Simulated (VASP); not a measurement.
# AlN (P6/mmm) in VASP: relaxation of cell and atoms with PBE

Aim: the relaxation of cell and atoms of AlN with PBE.

Program: VASP 6.6.1. These are calculated values, not measurements. Logs are shortened: lines on timing, memory, paths and dates and some standing lists are left out, and cuts for length are marked.

### Step 1. The cell of the first run

The structure is hexagonal, space group P6/mmm (No. 191). Conventional cell: a = 3.419 Å, b = 3.419 Å, c = 3.056 Å, α = 90.00°, β = 90.00°, γ = 120.00°. Within 2.0 Å of Al (site symmetry 6/mmm) lie 2 N at 1.53 Å. N (site symmetry 6/mmm) has 2 Al at 1.53 Å within 2.0 Å.

The cell was generated, and may not be a known phase.

### Step 2. Relaxation of cell and atoms, PBE

Input file INCAR:

```
PREC     = Accurate       # precision mode
ENCUT    = 1330           # plane-wave cutoff, eV
EDIFF    = 1E-7           # SCF threshold, eV
ISMEAR   = 0              # smearing method
SIGMA    = 0.1            # smearing width, eV
LREAL    = F              # projectors in reciprocal space
LASPH    = T              # aspherical terms in the spheres
NELM     = 120            # most SCF steps
ALGO     = Normal         # electronic algorithm
ISIF     = 3              # what is computed and relaxed
LWAVE    = F              # write WAVECAR
LCHARG   = F              # write CHGCAR
GGA      = PE             # functional
IBRION   = 2              # ionic algorithm
NSW      = 90             # ionic steps
EDIFFG   = -0.04          # ionic threshold
GGA_COMPAT= F            
NELMIN   = 4
```

Input file KPOINTS:

```
regular mesh
0
Gamma
  6 6 6
```

Input file POSCAR:

```
AlN
1.0
    3.4191246600      0.0000000000      0.0000000000
   -1.7095623300      2.9610488100      0.0000000000
    0.0000000000      0.0000000000      3.0555496700
Al N
1 1
Direct
    0.0000000000      0.0000000000      0.5000000000
    0.0000000000      0.0000000000      0.0000000000
```

Potentials or basis: VASP PAW PBE potentials, release 64 (Al, N_h).

The run is started by

```
$ cat potpaw_PBE.64/Al/POTCAR potpaw_PBE.64/N_h/POTCAR > POTCAR
$ mpirun -np 1 vasp_std > vasp.out
```

OUTCAR:

```text
PREC = Accurate
   ENCUT = 1330
   EDIFF = 1E-7
   ISMEAR = 0
   LREAL = F
   LASPH = T
   NELM = 120
   ISIF = 3
   GGA = PE
   IBRION = 2
   NSW = 90
   EDIFFG = -0.04
   NELMIN = 4

 ion  position               nearest neighbor table
   1  0.000  0.000  0.500-   2 1.53   2 1.53
   2  0.000  0.000  0.000-   1 1.53   1 1.53

  LATTYP: Found a hexagonal cell.
 ALAT       =     3.4191246600
 C/A-ratio  =     0.8936643071

  Lattice vectors:

 A1 = (   3.4191246600,   0.0000000000,   0.0000000000)
 A2 = (  -1.7095623300,   2.9610488100,   0.0000000000)
 A3 = (   0.0000000000,   0.0000000000,   3.0555496700)

Analysis of symmetry for initial positions (statically):
=====================================================================
 Subroutine PRICEL returns:
 Original cell was already a primitive cell.

 Routine SETGRP: Setting up the symmetry group for a
 hexagonal supercell.

 Subroutine GETGRP returns: Found 24 space group operations
 (whereof 24 operations were pure point group operations)
 out of a pool of 24 trial point group operations.

The static configuration has the point symmetry D_6h.

Analysis of symmetry for dynamics (positions and initial velocities):
=====================================================================
 Subroutine PRICEL returns:
 Original cell was already a primitive cell.

 Routine SETGRP: Setting up the symmetry group for a
 hexagonal supercell.

 Subroutine GETGRP returns: Found 24 space group operations
 (whereof 24 operations were pure point group operations)
 out of a pool of 24 trial point group operations.

The dynamic configuration has the point symmetry D_6h.

 Subroutine INISYM returns: Found 24 space group operations
 (whereof 24 operations are pure point group operations),
 and found     1 'primitive' translations

----------------------------------------------------------------------------------------

                                     Primitive cell

  volume of cell :      30.9350

  direct lattice vectors                    reciprocal lattice vectors
     3.419124660  0.000000000  0.000000000     0.292472518  0.168859087  0.000000000
    -1.709562330  2.961048810  0.000000000     0.000000000  0.337718175  0.000000000
     0.000000000  0.000000000  3.055549670     0.000000000  0.000000000  0.327273358

  length of vectors
     3.419124660  3.419124656  3.055549670     0.337718175  0.337718175  0.327273358

  position of ions in fractional coordinates (direct lattice)
     0.000000000  0.000000000  0.500000000
     0.000000000  0.000000000  0.000000000

  ion indices of the primitive-cell ions
   primitive index   ion index
                 1           1
                 2           2

----------------------------------------------------------------------------------------

 KPOINTS: regular mesh

Automatic generation of k-mesh.
 Grid dimensions read from file:
 generate k-points for:    6    6    6

 Generating k-lattice:

  Cartesian coordinates                     Fractional coordinates (reciprocal lattice)
     0.048745420  0.028143181  0.000000000     0.166666667  0.000000000  0.000000000
     0.000000000  0.056286362  0.000000000     0.000000000  0.166666667  0.000000000
     0.000000000  0.000000000  0.054545560     0.000000000  0.000000000  0.166666667

  Length of vectors
     0.056286362  0.056286362  0.054545560

  Shift w.r.t. Gamma in fractional coordinates (k-lattice)
     0.000000000  0.000000000  0.000000000

 Subroutine IBZKPT returns following result:
 ===========================================

 Found     28 irreducible k-points:

 Following reciprocal coordinates:
            Coordinates               Weight
  0.000000  0.000000  0.000000      1.000000
  0.166667  0.000000  0.000000      6.000000
  0.333333  0.000000  0.000000      6.000000
  0.500000  0.000000  0.000000      3.000000
  0.166667  0.166667  0.000000      6.000000
  0.333333  0.166667  0.000000     12.000000
[... 16 lines left out ...]
  0.166667  0.000000  0.500000      6.000000
  0.333333  0.000000  0.500000      6.000000
 [... further k-points ...]
   k-points           NKPTS =     28   k-points in BZ     NKDIM =     28   number of bands    NBANDS=      8
   number of dos      NEDOS =    301   number of ions     NIONS =      2
   total plane-waves  NPLWV =  63504
   dimension x,y,z NGX =    42 NGY =   42 NGZ =   36
   dimension x,y,z NGXF=    84 NGYF=   84 NGZF=   72
   ions per type =               1   1
   NGX,Y,Z   is equivalent  to a cutoff of  20.42, 20.42, 19.59 a.u.
   NGXF,Y,Z  is equivalent  to a cutoff of  40.84, 40.84, 39.17 a.u.
 SYSTEM =  unknown system
   PREC   = accura    normal or accurate (medium, high low for compatibility)
   ISTART =      0    job   : 0-new  1-cont  2-samecut
   ICHARG =      2    charge: 1-file 2-atom 10-const
   ISPIN  =      1    spin polarized calculation?
   LNONCOLLINEAR =      F non collinear calculations
   LSORBIT =      F    spin-orbit coupling
   LASPH  =      T    aspherical Exc in radial PAW
   ENCUT  = 1330.0 eV  97.75 Ry    9.89 a.u.  10.17 10.17  9.09*2*pi/ulx,y,z
   NELM   =    120;   NELMIN=  4; NELMDL= -5     # of ELM steps
   EDIFF  = 0.1E-06   stopping-criterion for ELM
   LREAL  =      F    real-space projection
   EDIFFG = -.4E-01   stopping-criterion for IOM
   NSW    =     90    number of steps for IOM
   IBRION =      2    ionic relax: 0-MD 1-quasi-New 2-CG
   NFREE  =      1    steps in history (QN), initial steepest desc. (CG)
   ISIF   =      3    stress and relaxation
   ISYM   =      2    0-nonsym 1-usesym 2-fastsym
   POTIM  = 0.5000    time-step for ionic-motion
   TEBEG  =    0.0;   TEEND  =   0.0 temperature during run
   PSTRESS=    0.0 pullay stress
   NELECT =       8.0000    total number of electrons
   NUPDOWN=      -1.0000    fix difference up-down
   EMIN   =  10.00;   EMAX   =-10.00  energy-range for DOS
   EFERMI =   0.00;   METHOD = LEGACY
   ISMEAR =     0;   SIGMA  =   0.10  broadening in eV -4-tet -1-fermi 0-gaus
   EFERMI_NEDOS =   21; number of points for ismear=-14 and -15
   IALGO  =     38    algorithm
   IMIX   =      4    mixing-type and parameters
     AMIX     =   0.40;   BMIX     =  1.00
     AMIX_MAG =   1.60;   BMIX_MAG =  1.00
  volume/ion in A,a.u.               =      15.47       104.38
  Fermi-wavevector in a.u.,A,eV,Ry     =   1.043009  1.971002 14.801350  1.087869
  Thomas-Fermi vector in A             =   2.177700
   LORBIT       =      0    0 simple, 1 ext, 2 COOP (PROOUT), +10 PAW based schemes
   GGA     = PE    functional components
   LHFCALC =     F    Hartree Fock is set to
   AEXX    =    0.0000 exact exchange contribution
   IVDW    =     0    specifies the selected vdW correction
   LEPSILON=     F    determine dielectric tensor
   LRPA    =     F    only Hartree local field effects (RPA)
 conjugate gradient relaxation of ions
 non-spin polarized calculation
 Gauss-broadening in eV      SIGMA  =   0.10
  energy-cutoff  :     1330.00
  volume of cell :       30.93
 maximum number of plane-waves:      3433
 NGX is ok and might be reduce to    42
   NGX = 21   NGY = 21   NGZ = 19

--------------------------------------- Ionic step        1  -------------------------------------------

 number of electron       8.0000000 magnetization

 Free energy of the ion-electron system (eV)
  ---------------------------------------------------
  ext. energy  EPLUGINS =         0.00000000
  ---------------------------------------------------
  free energy    TOTEN  =        -9.66312335 eV

  energy without entropy =       -9.66227826  energy(sigma->0) =       -9.66270081

 E-fermi :   2.9917     XC(G=0):  -8.9216

 val. band max:        2.9791404531   @ k =   0.0000   0.0000   0.0000
 cond. band min:       3.9063780013   @ k =   0.0000   0.0000   0.1667
 fundamental gap:      0.9272375482
 Fermi energy:         2.9917151797

 k-point     1 :       0.0000    0.0000    0.0000
  band No.  band energies     occupation
      1     -11.1756      2.00000
      2       0.2736      2.00000
      3       2.5033      2.00000
      4       2.5033      2.00000
      5       2.9791      1.14115
      6      13.7381      0.00000
      7      13.7381      0.00000
      8      15.8135      0.00000
[... 620 lines left out ...]
 k-point    24 :       0.3333    0.0000    0.5000
  band No.  band energies     occupation
      1     -11.5995      2.00000
      2      -4.6366      2.00000
      3      -0.0962      2.00000
      4       0.6273      1.99785
      5       2.8281      0.00000
      6       6.4577      0.00000
      7       6.8158      0.00000
      8       9.6359      0.00000

 [... further k-points ...]

[... ionic steps 4 to 12 ...]

--------------------------------------- Ionic step       13  -------------------------------------------

 number of electron       8.0000000 magnetization

------------------------ aborting loop because EDIFF is reached ----------------------------------------

  FORCE on cell =-STRESS in cart. coord.  units (eV):
  Direction    XX          YY          ZZ          XY          YZ          ZX
  --------------------------------------------------------------------------------------
  -------------------------------------------------------------------------------------
  Total       -0.0171547     -0.0171547     -0.1781267      0.0000000      0.0000000     -0.0000000
  in kB       -0.4702313     -0.4702313     -4.8826677      0.0000000      0.0000000     -0.0000000
  external PRESSURE =      -1.9410434 kB  Pullay stress =       0.0000000 kB
[... 57 lines left out ...]
  energy  without entropy=      -11.2016562421  energy(sigma->0) =      -11.20165624

--------------------------------------- Ionic step       15  -------------------------------------------

 number of electron       8.0000000 magnetization

 Free energy of the ion-electron system (eV)
  ---------------------------------------------------
  ext. energy  EPLUGINS =         0.00000000
  ---------------------------------------------------
  free energy    TOTEN  =       -11.21002094 eV

  energy without entropy =      -11.21002094  energy(sigma->0) =      -11.21002094

 E-fermi :  -0.5049     XC(G=0):  -6.3725

 val. band max:       -0.9035569696   @ k =   0.0000   0.0000   0.5000
 cond. band min:      -0.1182225264   @ k =   0.0000   0.0000   0.0000
 fundamental gap:      0.7853344432
 Fermi energy:        -0.5049060095

 k-point     1 :       0.0000    0.0000    0.0000
  band No.  band energies     occupation
      1     -13.7117      2.00000
      2      -3.4856      2.00000
      3      -1.6419      2.00000
      4      -1.6419      2.00000
      5      -0.1182      0.00000
      6       7.7881      0.00000
      7       8.0247      0.00000
      8       8.4848      0.00000
[... 282 lines left out ...]
  FREE ENERGIE OF THE ION-ELECTRON SYSTEM (eV)
  ---------------------------------------------------
  free  energy   TOTEN  =       -11.2100209354 eV

  energy  without entropy=      -11.2100209352  energy(sigma->0) =      -11.21002094

 reached required accuracy - stopping structural energy minimisation
```

It took 5.7 min on 1 thread of Intel Xeon Platinum 8259CL at 2.50GHz (Skylake/Cascade Lake), shared host; peak memory 0.27 GiB.

What came out:

```yaml
Free_energy: -11.2100 eV
Relaxed_volume: 29.20 Å³/atom
Relaxed_cell: a = 4.470 Å, b = 4.470 Å, c = 3.376 Å, α = 90.00°, β = 90.00°, γ = 120.00°
Space_group_after_relaxing_to_0.1_Å: P6/mmm (No. 191)
Pressure_after_relaxing: 0.0 GPa
Band_gap_on_the_k_mesh: 0.79 eV (least direct gap 1.52 eV)
```

Final structure:
```yaml
crystal:
  lattice:
    - [4.46953, 0.00000, 0.00000]
    - [-2.23476, 3.87072, 0.00000]
    - [0.00000, 0.00000, 3.37553]
  atoms:
    - { symbol: Al, position: [0.00000, 0.00000, 0.50000] }
    - { symbol: N, position: [0.00000, 0.00000, 0.00000] }
```

Caveat: the volume moved by over 15 % at a fixed basis, so the end points are rough; semilocal functionals underestimate gaps, and a narrow one can read as zero.
